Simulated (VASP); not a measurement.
# Mo (P2/m) in VASP: further runs, part 2 of 2

VASP 6.6.1. The steps go on from the part before.

### Step 3. Single point, PBEsol

INCAR

```
SYSTEM = Mo
ALGO = Normal
EDIFF = 1E-6
ENCUT = 520
GGA = PS
ISIF = 2
ISMEAR = -1
LASPH = .True.
LCHARG = .False.
LREAL = .False.
LWAVE = .False.
NBANDS = 13
NELM = 100
PREC = Accurate
SIGMA = 0.1
```

KPOINTS

```
k-points
0
Gamma
  14 14 13
  0 0 0
```

POSCAR

```
Mo
1.0
    2.7355104000      0.0273551040      0.0000000000
   -1.3440649850      2.3553439480      0.0000000000
    0.0000000000      0.0000000000      2.5551807000
Mo
1
Direct
    0.0000000000      0.0000000000      0.5000000000
```

Potentials or basis: VASP PAW PBE potentials, release 64 (Mo_sv).

Run with:

```console
$ cat potpaw_PBE.64/Mo_sv/POTCAR > POTCAR
$ mpirun -np 1 vasp_std > vasp.out
```

OUTCAR:

```text
SYSTEM = Mo
   EDIFF = 1E-6
   ENCUT = 520
   GGA = PS
   ISIF = 2
   ISMEAR = -1
   LASPH = .True.
   LREAL = .False.
   NELM = 100
   PREC = Accurate

 ion  position               nearest neighbor table
   1  0.000  0.000  0.500-

  Warning from LATTYP: Monoclinic adjustment (A1->A3, A2->A1, A3->A2)!
  LATTYP: Found a simple monoclinic cell.
 ALAT       =     2.7118546785
 B/A-ratio  =     0.9422262632
 C/A-ratio  =     1.0087735135
 COS(beta)  =    -0.4869160340

  Lattice vectors:

 A1 = (  -1.3440649850,   2.3553439480,   0.0000000000)
 A2 = (   0.0000000000,   0.0000000000,   2.5551807000)
 A3 = (   2.7355104000,   0.0273551040,   0.0000000000)

Analysis of symmetry for initial positions (statically):
=====================================================================
 Subroutine PRICEL returns:
 Original cell was already a primitive cell.

 Routine SETGRP: Setting up the symmetry group for a
 simple monoclinic supercell.

 Subroutine GETGRP returns: Found  4 space group operations
 (whereof  4 operations were pure point group operations)
 out of a pool of  4 trial point group operations.

The static configuration has the point symmetry C_2h.

Analysis of symmetry for dynamics (positions and initial velocities):
=====================================================================
 Subroutine PRICEL returns:
 Original cell was already a primitive cell.

 Routine SETGRP: Setting up the symmetry group for a
 simple monoclinic supercell.

 Subroutine GETGRP returns: Found  4 space group operations
 (whereof  4 operations were pure point group operations)
 out of a pool of  4 trial point group operations.

The dynamic configuration has the point symmetry C_2h.

 Subroutine INISYM returns: Found  4 space group operations
 (whereof  4 operations are pure point group operations),
 and found     1 'primitive' translations

----------------------------------------------------------------------------------------

                                     Primitive cell

  volume of cell :      16.5571

  direct lattice vectors                    reciprocal lattice vectors
     2.735510400  0.027355104  0.000000000     0.363488265  0.207422721  0.000000000
    -1.344064985  2.355343948  0.000000000    -0.004221574  0.422157422  0.000000000
     0.000000000  0.000000000  2.555180700     0.000000000  0.000000000  0.391361754

  length of vectors
     2.735647172  2.711854678  2.555180700     0.418506755  0.422178530  0.391361754

  position of ions in fractional coordinates (direct lattice)
     0.000000000  0.000000000  0.500000000

  ion indices of the primitive-cell ions
   primitive index   ion index
                 1           1

----------------------------------------------------------------------------------------

 KPOINTS: k-points

Automatic generation of k-mesh.
 Grid dimensions read from file:
 generate k-points for:   14   14   13

 Generating k-lattice:

  Cartesian coordinates                     Fractional coordinates (reciprocal lattice)
     0.025963448  0.014815909  0.000000000     0.071428571  0.000000000  0.000000000
    -0.000301541  0.030154102  0.000000000     0.000000000  0.071428571  0.000000000
     0.000000000  0.000000000  0.030104750     0.000000000  0.000000000  0.076923077

  Length of vectors
     0.029893340  0.030155609  0.030104750

  Shift w.r.t. Gamma in fractional coordinates (k-lattice)
     0.000000000  0.000000000  0.000000000

 Subroutine IBZKPT returns following result:
 ===========================================

 Found    700 irreducible k-points:

 Following reciprocal coordinates:
            Coordinates               Weight
  0.000000  0.000000  0.000000      1.000000
  0.071429  0.000000  0.000000      2.000000
  0.142857  0.000000  0.000000      2.000000
  0.214286  0.000000  0.000000      2.000000
  0.285714  0.000000  0.000000      2.000000
  0.357143  0.000000  0.000000      2.000000
[... 16 lines left out ...]
  0.000000  0.142857  0.000000      2.000000
  0.071429  0.142857  0.000000      2.000000
 [... further k-points ...]
   k-points           NKPTS =    700   k-points in BZ     NKDIM =    700   number of bands    NBANDS=     13
   number of dos      NEDOS =    301   number of ions     NIONS =      1
   total plane-waves  NPLWV =   8000
   dimension x,y,z NGX =    20 NGY =   20 NGZ =   20
   dimension x,y,z NGXF=    40 NGYF=   40 NGZF=   40
   ions per type =               1
   NGX,Y,Z   is equivalent  to a cutoff of  12.15, 12.26, 13.01 a.u.
   NGXF,Y,Z  is equivalent  to a cutoff of  24.31, 24.52, 26.02 a.u.
 SYSTEM =  Mo
   PREC   = accura    normal or accurate (medium, high low for compatibility)
   ISTART =      0    job   : 0-new  1-cont  2-samecut
   ICHARG =      2    charge: 1-file 2-atom 10-const
   ISPIN  =      1    spin polarized calculation?
   LNONCOLLINEAR =      F non collinear calculations
   LSORBIT =      F    spin-orbit coupling
   LASPH  =      T    aspherical Exc in radial PAW
   ENCUT  =  520.0 eV  38.22 Ry    6.18 a.u.   5.09  5.04  4.75*2*pi/ulx,y,z
   NELM   =    100;   NELMIN=  2; NELMDL= -5     # of ELM steps
   EDIFF  = 0.1E-05   stopping-criterion for ELM
   LREAL  =      F    real-space projection
   EDIFFG = 0.1E-04   stopping-criterion for IOM
   NSW    =      0    number of steps for IOM
   IBRION =     -1    ionic relax: 0-MD 1-quasi-New 2-CG
   NFREE  =      0    steps in history (QN), initial steepest desc. (CG)
   ISIF   =      2    stress and relaxation
   ISYM   =      2    0-nonsym 1-usesym 2-fastsym
   POTIM  = 0.5000    time-step for ionic-motion
   TEBEG  =    0.0;   TEEND  =   0.0 temperature during run
   PSTRESS=    0.0 pullay stress
   NELECT =      14.0000    total number of electrons
   NUPDOWN=      -1.0000    fix difference up-down
   EMIN   =  10.00;   EMAX   =-10.00  energy-range for DOS
   EFERMI =   0.00;   METHOD = LEGACY
   ISMEAR =    -1;   SIGMA  =   0.10  broadening in eV -4-tet -1-fermi 0-gaus
   EFERMI_NEDOS =   21; number of points for ismear=-14 and -15
   IALGO  =     38    algorithm
   IMIX   =      4    mixing-type and parameters
     AMIX     =   0.40;   BMIX     =  1.00
     AMIX_MAG =   1.60;   BMIX_MAG =  1.00
  volume/ion in A,a.u.               =      16.56       111.73
  Fermi-wavevector in a.u.,A,eV,Ry     =   1.548064  2.925417 32.606403  2.396503
  Thomas-Fermi vector in A             =   2.653068
   LORBIT       =      0    0 simple, 1 ext, 2 COOP (PROOUT), +10 PAW based schemes
   GGA     = PS    functional components
   LHFCALC =     F    Hartree Fock is set to
   AEXX    =    0.0000 exact exchange contribution
   IVDW    =     0    specifies the selected vdW correction
   LEPSILON=     F    determine dielectric tensor
   LRPA    =     F    only Hartree local field effects (RPA)
 non-spin polarized calculation
  energy-cutoff  :      520.00
  volume of cell :       16.56
 maximum number of plane-waves:       460
   NGX = 11   NGY = 11   NGZ =  9

 number of electron      14.0000001 magnetization

 Free energy of the ion-electron system (eV)
  ---------------------------------------------------
  ext. energy  EPLUGINS =         0.00000000
  ---------------------------------------------------
  free energy    TOTEN  =       -10.87937919 eV

  energy without entropy =      -10.85109338  energy(sigma->0) =      -10.86523629

 E-fermi :  11.4077     XC(G=0): -13.1177

 val. band max:       11.4014689161   @ k =  -0.2143   0.4286   0.3077
 cond. band min:      11.4077971577   @ k =   0.0714   0.0714   0.1538
 fundamental gap:      0.0063282416
 Fermi energy:        11.4076508397

 k-point     1 :       0.0000    0.0000    0.0000
  band No.  band energies     occupation
      1     -49.5142      2.00000
      2     -22.8425      2.00000
      3     -22.7944      2.00000
      4     -22.7485      2.00000
      5       4.6089      2.00000
      6       7.1236      2.00000
      7      10.3063      1.99997
      8      10.7427      1.99742
      9      15.5163      0.00000
     10      15.5988      0.00000
     11      24.4244      0.00000
     12      27.1624      0.00000
     13      31.7686      0.00000
[... 353 lines left out ...]
 k-point    24 :       0.0714    0.1429    0.0000
  band No.  band energies     occupation
      1     -49.4462      2.00000
      2     -23.2558      2.00000
      3     -22.9275      2.00000
      4     -22.7010      2.00000
      5       5.8249      2.00000
      6       7.6761      2.00000
      7       9.4420      2.00000
      8      11.9291      0.01082
      9      14.3745      0.00000
     10      15.3094      0.00000
     11      26.5349      0.00000
     12      27.8054      0.00000
     13      29.5935      0.00000

 [... further k-points ...]
[... 5 lines left out ...]
  --------------------------------------------------------------------------------------
  -------------------------------------------------------------------------------------
  Total       -0.0830942     -0.0657358     -0.7631069      0.0871919      0.0000000      0.0000000
  in kB       -8.0407348     -6.3610223    -73.8431798      8.4372516      0.0000000      0.0000000
  external PRESSURE =     -29.4149790 kB  Pullay stress =       0.0000000 kB

 VOLUME and BASIS-vectors are now :
 -----------------------------------------------------------------------------
  energy-cutoff  :      520.00
  volume of cell :       16.56
      direct lattice vectors                 reciprocal lattice vectors
     2.735510400  0.027355104  0.000000000     0.363488265  0.207422721  0.000000000
    -1.344064985  2.355343948  0.000000000    -0.004221574  0.422157422  0.000000000
     0.000000000  0.000000000  2.555180700     0.000000000  0.000000000  0.391361754

 POSITION                                       TOTAL-FORCE (eV/Angst)
 -----------------------------------------------------------------------------------
      0.00000      0.00000      1.27759         0.000000      0.000000      0.000000
 -----------------------------------------------------------------------------------
    total drift:                               -0.000000      0.000000     -0.000000

  FREE ENERGIE OF THE ION-ELECTRON SYSTEM (eV)
  ---------------------------------------------------
  free  energy   TOTEN  =       -10.8793791876 eV

  energy  without entropy=      -10.8510933844  energy(sigma->0) =      -10.86523629
```

stdout:

```text
POSCAR found type information on POSCAR Mo
 POSCAR found :  1 types and       1 ions
 scaLAPACK will be used
 -----------------------------------------------------------------------------
|                                                                             |
|                                                                             |
|     You enforced a specific xc type in the INCAR file but a different       |
|     I HOPE YOU KNOW WHAT YOU ARE DOING!                                     |
|                                                                             |
 -----------------------------------------------------------------------------

 LDA part: xc-table for (Slater+PW92), standard interpolation
 POSCAR, INCAR and KPOINTS ok, starting setup
 FFT: planning ... GRIDC
 FFT: planning ... GRID_SOFT
 FFT: planning ... GRID
 WAVECAR not read
 entering main loop
```

It took 36 s on 1 thread of Intel Xeon 6975P-C (Granite Rapids), shared host; peak memory 0.24 GiB.

Results:

- Free energy: -10.8794 eV
- Pressure: -2.9 GPa
- Band gap on the k mesh: zero (bands 7 and 8 overlap by 1.79 eV)

Levels at points of the mesh, in eV from the Fermi level:
| k point | band 3 | band 4 | band 5 | band 6 | band 7 | band 8 | band 9 | band 10 | band 11 | band 12 |
| --- | --- | --- | --- | --- | --- | --- | --- | --- | --- | --- |
| (0.00, 0.00, 0.00) | -34.20 | -34.16 | -6.80 | -4.28 | -1.10 | -0.66 | 4.11 | 4.19 | 13.02 | 15.75 |
| (0.50, 0.00, 0.00) | -34.50 | -34.01 | -4.90 | -3.14 | 0.94 | 1.02 | 3.56 | 4.40 | 10.02 | 13.73 |
| (0.00, 0.50, 0.00) | -34.55 | -34.00 | -4.91 | -3.09 | 1.00 | 1.06 | 3.48 | 4.44 | 10.19 | 13.44 |
| (0.50, 0.50, 0.00) | -34.59 | -33.99 | -4.94 | -3.04 | 0.99 | 1.18 | 3.39 | 4.51 | 10.34 | 13.17 |

Caveat: the stress differs along the axes, from -7 to -1 GPa; the PAW data sets were made with another functional, which shifts forces and pressure a little.

### Step 4. Single point, PBEsol

INCAR

```
PREC     = Accurate       # precision mode
ENCUT    = 520            # plane-wave cutoff, eV
EDIFF    = 1E-6           # SCF threshold, eV
ISMEAR   = -1             # smearing method
SIGMA    = 0.1            # smearing width, eV
LREAL    = False          # projectors in reciprocal space
LASPH    = True           # aspherical terms in the spheres
NELM     = 80             # most SCF steps
ALGO     = Normal         # electronic algorithm
ISIF     = 2              # what is computed and relaxed
LWAVE    = False          # write WAVECAR
LCHARG   = True           # write CHGCAR
GGA      = PS             # functional
LELF     = True           # ELF
LVHAR    = True         
NBANDS   = 13             # bands
```

KPOINTS

```
regular mesh
0
Gamma
  14 14 13
```

POSCAR

```
Mo
1.0
    2.7355104000      0.0410326560      0.0000000000
   -1.3322198775      2.3485051720      0.0000000000
    0.0000000000      0.0000000000      2.5551807000
Mo
1
Direct
    0.0000000000      0.0000000000      0.5000000000
```

Run with:

```console
$ cat potpaw_PBE.64/Mo_sv/POTCAR > POTCAR
$ mpirun -np 1 vasp_std > vasp.out
```

Wall time 40 s (1 thread of Intel Xeon 6975P-C (Granite Rapids), shared host); peak memory 0.24 GiB.

The run converged. Its results:

- Free energy: -10.8804 eV
- Pressure: -2.9 GPa
- Band gap on the k mesh: zero (bands 7 and 8 overlap by 1.73 eV)

Stress tensor (GPa, compression positive):
```
-0.78  1.09  0.00
 1.09 -0.42  0.00
 0.00  0.00 -7.45
```

Levels at points of the mesh, in eV from the Fermi level:
| k point | band 4 | band 5 | band 6 | band 7 | band 8 | band 9 | band 10 | band 11 |
| --- | --- | --- | --- | --- | --- | --- | --- | --- |
| (0.00, 0.00, 0.00) | -34.16 | -6.81 | -4.29 | -1.22 | -0.57 | 4.08 | 4.20 | 13.01 |
| (0.50, 0.00, 0.00) | -34.02 | -4.90 | -3.17 | 0.87 | 1.01 | 3.59 | 4.36 | 9.93 |
| (0.00, 0.50, 0.00) | -34.01 | -4.92 | -3.10 | 0.98 | 1.05 | 3.47 | 4.41 | 10.20 |
| (0.50, 0.50, 0.00) | -34.00 | -4.96 | -3.03 | 0.97 | 1.24 | 3.35 | 4.52 | 10.42 |

Caveat: the stress differs along the axes, from -7 to -0 GPa; the PAW data sets were made with another functional, which shifts forces and pressure a little.

### Step 5. The runs side by side

```csv
cell,gap on the mesh (eV),pressure (GPa)
"a = 2.736, b = 2.724, c = 2.555 Å, angles 90.0, 90.0, 119.6°, 1 atom",none,-3.0
"a = 2.736, b = 2.712, c = 2.555 Å, angles 90.0, 90.0, 119.1°, 1 atom",none,-2.9
"a = 2.736, b = 2.700, c = 2.555 Å, angles 90.0, 90.0, 118.7°, 1 atom",none,-2.9
```

Alike in all rows: task single point; level PBEsol; potentials or basis VASP PAW PBE potentials, release 64 (Mo_sv); no spin polarisation; k mesh 14 × 14 × 13; cutoff (eV) 520; smearing fermi-dirac 0.1 eV.

Caveats: the PAW data sets were made with another functional, which shifts forces and pressure a little; the stress differs along the axes, from -7 to -1 GPa (at least some runs); the stress differs along the axes, from -7 to -0 GPa (at least some runs).

Total energies depend on the potentials used, so only differences within one code and one set of settings carry meaning.
